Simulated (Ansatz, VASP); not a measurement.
**One calculation of Al, two programs**

```
Al
1.0
    -0.05060    2.02398    2.02398
     2.02398   -0.05060    2.02398
     1.97338    1.97338    0.00000
Al
1
Direct
  0.00000 0.00000 0.00000
```

Change from the starting cell: strain -0.0500 x Voigt [0, 0, 0, 0, 0, 1], atoms carried along.

Alike in both runs: task single point; functional PBE; k mesh 20 × 20 × 20; occupations gaussian, width 0.15 eV; no spin polarisation.

```csv
,VASP,Ansatz
version,VASP 6.6.1,Ansatz 0.2.0
potentials or method,"VASP PAW PBE potentials, release 64 (Al), cutoff 520 eV","scalar-relativistic, plane waves, PAW"
valence electrons in the cell,3,3
```

```tsv
	VASP	Ansatz	Ansatz less VASP
gap on the k mesh at the Fermi level (eV)	none	none	-
pressure (GPa)	-0.2	-0.2	+0.04
traceless stress, the component that is largest in VASP (GPa)	1.58	1.58	+0.006
```

A gap of «none» marks a metal or a gap that the smearing closes.
